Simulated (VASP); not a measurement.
# MgAu3 (Pm-3m) in VASP: further runs, part 2 of 2

VASP 6.6.1. The steps go on from the part before.

### 3 Relaxation of cell and atoms, LDA

This run uses another cell than the first one, of 17.31 Å³/atom.

File INCAR:

```
PREC     = Accurate       # precision mode
ENCUT    = 600            # plane-wave cutoff, eV
EDIFF    = 1E-6           # SCF threshold, eV
ISMEAR   = 1              # smearing method
SIGMA    = 0.1            # smearing width, eV
LREAL    = F              # projectors in reciprocal space
LASPH    = T              # aspherical terms in the spheres
NELM     = 80             # most SCF steps
ALGO     = Normal         # electronic algorithm
ISIF     = 3              # what is computed and relaxed
LWAVE    = F              # write WAVECAR
LCHARG   = F              # write CHGCAR
GGA      = CA             # functional
IBRION   = 2              # ionic algorithm
NSW      = 60             # ionic steps
EDIFFG   = -0.02          # ionic threshold
```

File KPOINTS:

```
regular mesh
0
Gamma
  5 5 5
```

File POSCAR:

```
MgAu3
1.0
    4.1065273200      0.0000000000      0.0000000000
    0.0000000000      4.1065273200      0.0000000000
    0.0000000000      0.0000000000      4.1065273200
Mg Au
1 3
Direct
    0.0000000000      0.0000000000      0.0000000000
    0.5000000000      0.5000000000      0.0000000000
    0.5000000000      0.0000000000      0.5000000000
    0.0000000000      0.5000000000      0.5000000000
```

Potentials or basis: VASP PAW LDA potentials, release 64 (Mg, Au).

Run with:

```bash
$ cat potpaw_LDA.64/Mg/POTCAR potpaw_LDA.64/Au/POTCAR > POTCAR
$ mpirun -np 1 vasp_std > vasp.out
```

OUTCAR:

```text
PREC = Accurate
   ENCUT = 600
   EDIFF = 1E-6
   ISMEAR = 1
   LREAL = F
   LASPH = T
   NELM = 80
   ISIF = 3
   GGA = CA
   IBRION = 2
   NSW = 60
   EDIFFG = -0.02

 ion  position               nearest neighbor table
   1  0.000  0.000  0.000-   2 2.90   3 2.90   4 2.90   3 2.90   4 2.90   2 2.90   4 2.90   4 2.90
                             2 2.90   3 2.90   3 2.90   2 2.90
   2  0.500  0.500  0.000-   1 2.90   3 2.90   4 2.90   3 2.90   4 2.90   1 2.90   3 2.90   3 2.90
                             1 2.90   4 2.90   4 2.90   1 2.90
   3  0.500  0.000  0.500-   1 2.90   2 2.90   4 2.90   1 2.90   2 2.90   2 2.90   4 2.90   2 2.90
                             1 2.90   4 2.90   1 2.90   4 2.90
   4  0.000  0.500  0.500-   1 2.90   2 2.90   3 2.90   1 2.90   2 2.90   1 2.90   3 2.90   1 2.90
                             2 2.90   3 2.90   2 2.90   3 2.90

  LATTYP: Found a simple cubic cell.
 ALAT       =     4.1065273200

  Lattice vectors:

 A1 = (   4.1065273200,   0.0000000000,   0.0000000000)
 A2 = (   0.0000000000,   4.1065273200,   0.0000000000)
 A3 = (   0.0000000000,   0.0000000000,   4.1065273200)

Analysis of symmetry for initial positions (statically):
=====================================================================
 Subroutine PRICEL returns:
 Original cell was already a primitive cell.

 Routine SETGRP: Setting up the symmetry group for a
 simple cubic supercell.

 Subroutine GETGRP returns: Found 48 space group operations
 (whereof 48 operations were pure point group operations)
 out of a pool of 48 trial point group operations.

The static configuration has the point symmetry O_h .

Analysis of symmetry for dynamics (positions and initial velocities):
=====================================================================
 Subroutine PRICEL returns:
 Original cell was already a primitive cell.

 Routine SETGRP: Setting up the symmetry group for a
 simple cubic supercell.

 Subroutine GETGRP returns: Found 48 space group operations
 (whereof 48 operations were pure point group operations)
 out of a pool of 48 trial point group operations.

The dynamic configuration has the point symmetry O_h .

 Subroutine INISYM returns: Found 48 space group operations
 (whereof 48 operations are pure point group operations),
 and found     1 'primitive' translations

----------------------------------------------------------------------------------------

                                     Primitive cell

  volume of cell :      69.2507

  direct lattice vectors                    reciprocal lattice vectors
     4.106527320  0.000000000  0.000000000     0.243514756  0.000000000  0.000000000
     0.000000000  4.106527320  0.000000000     0.000000000  0.243514756  0.000000000
     0.000000000  0.000000000  4.106527320     0.000000000  0.000000000  0.243514756

  length of vectors
     4.106527320  4.106527320  4.106527320     0.243514756  0.243514756  0.243514756

  position of ions in fractional coordinates (direct lattice)
     0.000000000  0.000000000  0.000000000
     0.500000000  0.500000000  0.000000000
     0.500000000  0.000000000  0.500000000
     0.000000000  0.500000000  0.500000000

  ion indices of the primitive-cell ions
   primitive index   ion index
                 1           1
                 2           2
                 3           3
                 4           4

----------------------------------------------------------------------------------------

 KPOINTS: regular mesh

Automatic generation of k-mesh.
 Grid dimensions read from file:
 generate k-points for:    5    5    5

 Generating k-lattice:

  Cartesian coordinates                     Fractional coordinates (reciprocal lattice)
     0.048702951  0.000000000  0.000000000     0.200000000  0.000000000  0.000000000
     0.000000000  0.048702951  0.000000000     0.000000000  0.200000000  0.000000000
     0.000000000  0.000000000  0.048702951     0.000000000  0.000000000  0.200000000

  Length of vectors
     0.048702951  0.048702951  0.048702951

  Shift w.r.t. Gamma in fractional coordinates (k-lattice)
     0.000000000  0.000000000  0.000000000

 Subroutine IBZKPT returns following result:
 ===========================================

 Found     10 irreducible k-points:

 Following reciprocal coordinates:
            Coordinates               Weight
  0.000000  0.000000  0.000000      1.000000
  0.200000  0.000000  0.000000      6.000000
  0.400000  0.000000  0.000000      6.000000
  0.200000  0.200000  0.000000     12.000000
  0.400000  0.200000  0.000000     24.000000
  0.400000  0.400000  0.000000     12.000000
  0.200000  0.200000  0.200000      8.000000
  0.400000  0.200000  0.200000     24.000000
  0.400000  0.400000  0.200000     24.000000
  0.400000  0.400000  0.400000      8.000000
   k-points           NKPTS =     10   k-points in BZ     NKDIM =     10   number of bands    NBANDS=     21
   number of dos      NEDOS =    301   number of ions     NIONS =      4
   total plane-waves  NPLWV =  46656
   dimension x,y,z NGX =    36 NGY =   36 NGZ =   36
   dimension x,y,z NGXF=    72 NGYF=   72 NGZF=   72
   ions per type =               1   3
   NGX,Y,Z   is equivalent  to a cutoff of  14.57, 14.57, 14.57 a.u.
   NGXF,Y,Z  is equivalent  to a cutoff of  29.15, 29.15, 29.15 a.u.
 SYSTEM =  unknown system
   PREC   = accura    normal or accurate (medium, high low for compatibility)
   ISTART =      0    job   : 0-new  1-cont  2-samecut
   ICHARG =      2    charge: 1-file 2-atom 10-const
   ISPIN  =      1    spin polarized calculation?
   LNONCOLLINEAR =      F non collinear calculations
   LSORBIT =      F    spin-orbit coupling
   LASPH  =      T    aspherical Exc in radial PAW
   ENCUT  =  600.0 eV  44.10 Ry    6.64 a.u.   8.20  8.20  8.20*2*pi/ulx,y,z
   NELM   =     80;   NELMIN=  2; NELMDL= -5     # of ELM steps
   EDIFF  = 0.1E-05   stopping-criterion for ELM
   LREAL  =      F    real-space projection
   EDIFFG = -.2E-01   stopping-criterion for IOM
   NSW    =     60    number of steps for IOM
   IBRION =      2    ionic relax: 0-MD 1-quasi-New 2-CG
   NFREE  =      1    steps in history (QN), initial steepest desc. (CG)
   ISIF   =      3    stress and relaxation
   ISYM   =      2    0-nonsym 1-usesym 2-fastsym
   POTIM  = 0.5000    time-step for ionic-motion
   TEBEG  =    0.0;   TEEND  =   0.0 temperature during run
   PSTRESS=    0.0 pullay stress
   NELECT =      35.0000    total number of electrons
   NUPDOWN=      -1.0000    fix difference up-down
   EMIN   =  10.00;   EMAX   =-10.00  energy-range for DOS
   EFERMI =   0.00;   METHOD = LEGACY
   ISMEAR =     1;   SIGMA  =   0.10  broadening in eV -4-tet -1-fermi 0-gaus
   EFERMI_NEDOS =   21; number of points for ismear=-14 and -15
   IALGO  =     38    algorithm
   IMIX   =      4    mixing-type and parameters
     AMIX     =   0.40;   BMIX     =  1.00
     AMIX_MAG =   1.60;   BMIX_MAG =  1.00
  volume/ion in A,a.u.               =      17.31       116.83
  Fermi-wavevector in a.u.,A,eV,Ry     =   1.304036  2.464270 23.136829  1.700509
  Thomas-Fermi vector in A             =   2.434998
   LORBIT       =      0    0 simple, 1 ext, 2 COOP (PROOUT), +10 PAW based schemes
   GGA     = CA    functional components
   LHFCALC =     F    Hartree Fock is set to
   AEXX    =    0.0000 exact exchange contribution
   IVDW    =     0    specifies the selected vdW correction
   LEPSILON=     F    determine dielectric tensor
   LRPA    =     F    only Hartree local field effects (RPA)
 conjugate gradient relaxation of ions
 non-spin polarized calculation
 Methfessel and Paxton  Order N= 1 SIGMA  =   0.10
  energy-cutoff  :      600.00
  volume of cell :       69.25
 maximum number of plane-waves:      2325
 NGX is ok and might be reduce to    36
   NGX = 17   NGY = 17   NGZ = 17

--------------------------------------- Ionic step        1  -------------------------------------------

 number of electron      35.0000007 magnetization

 Free energy of the ion-electron system (eV)
  ---------------------------------------------------
  ext. energy  EPLUGINS =         0.00000000
  ---------------------------------------------------
  free energy    TOTEN  =       -16.95809721 eV

  energy without entropy =      -16.95888122  energy(sigma->0) =      -16.95835855

------------------------ aborting loop because EDIFF is reached ----------------------------------------

  FORCE on cell =-STRESS in cart. coord.  units (eV):
  Direction    XX          YY          ZZ          XY          YZ          ZX
  --------------------------------------------------------------------------------------
  -------------------------------------------------------------------------------------
  Total       -3.2399037     -3.2399037     -3.2399037     -0.0000000      0.0000000     -0.0000000
  in kB      -74.9580940    -74.9580940    -74.9580940     -0.0000000      0.0000000     -0.0000000
  external PRESSURE =     -74.9580940 kB  Pullay stress =       0.0000000 kB
[... 61 lines left out ...]
  energy  without entropy=      -16.9125641364  energy(sigma->0) =      -16.91236774

--------------------------------------- Ionic step        3  -------------------------------------------

 number of electron      34.9999997 magnetization

 Free energy of the ion-electron system (eV)
  ---------------------------------------------------
  ext. energy  EPLUGINS =         0.00000000
  ---------------------------------------------------
  free energy    TOTEN  =       -17.05113817 eV

  energy without entropy =      -17.05112749  energy(sigma->0) =      -17.05113461

 E-fermi :   8.7263     XC(G=0): -12.3724

 val. band max:        8.6644575470   @ k =   0.2000   0.2000   0.2000
 cond. band min:       9.0577845139   @ k =   0.2000   0.2000   0.2000
 fundamental gap:      0.3933269668
 Fermi energy:         8.7263319364

 k-point     1 :       0.0000    0.0000    0.0000
  band No.  band energies     occupation
      1      -1.3601      2.00000
      2       1.1716      2.00000
      3       1.9360      2.00000
      4       1.9360      2.00000
      5       1.9360      2.00000
      6       2.0485      2.00000
[... 260 lines left out ...]
  FREE ENERGIE OF THE ION-ELECTRON SYSTEM (eV)
  ---------------------------------------------------
  free  energy   TOTEN  =       -17.0511381664 eV

  energy  without entropy=      -17.0511274893  energy(sigma->0) =      -17.05113461

 reached required accuracy - stopping structural energy minimisation
```

Run time: 50 s. Hardware: 1 thread of Intel Xeon 8259CL, shared host; peak memory 0.19 GiB.

What came out:

| Item | Value |
| --- | --- |
| Free energy | -17.0511 eV |
| Relaxed volume | 16.39 Å³/atom |
| Relaxed cell | a = 4.032 Å, b = 4.032 Å, c = 4.032 Å, α = 90.00°, β = 90.00°, γ = 90.00° |
| Space group after relaxing (to 0.1 Å) | Pm-3m (No. 221) |
| Energy gained by relaxing | 23.3 meV/atom |
| Ionic steps | 3 |
| Pressure after relaxing | -0.1 GPa |
| Band gap on the k mesh | zero (an odd number of electrons rules out a gap without spin polarisation) |

The path:
| step | energy change (eV) | largest force (eV/Å) | pressure (GPa) | volume (Å³) |
| --- | --- | --- | --- | --- |
| 1 | 0.0000 | 0.0000 | -7.50 | 69.25 |
| 2 | 0.0458 | 0.0000 | 11.70 | 61.45 |
| 3 | -0.0930 | 0.0000 | -0.14 | 65.55 |

Final structure:
```xyz
4
Lattice="4.0320 0.0000 0.0000 0.0000 4.0320 0.0000 0.0000 0.0000 4.0320" Properties=species:S:1:pos:R:3 pbc="T T T"
Mg    0.0000    0.0000    0.0000
Au    2.0160    2.0160    0.0000
Au    2.0160    0.0000    2.0160
Au    0.0000    2.0160    2.0160
```

Levels at points of the mesh, in eV from the Fermi level:
```
           k point  band 15  band 16  band 17  band 18  band 19  band 20
(0.00, 0.00, 0.00)    -2.01    -2.01     0.42     0.42     0.42     4.44
```

Caveat: spin-orbit coupling is left out, which moves the levels of the heavy elements.
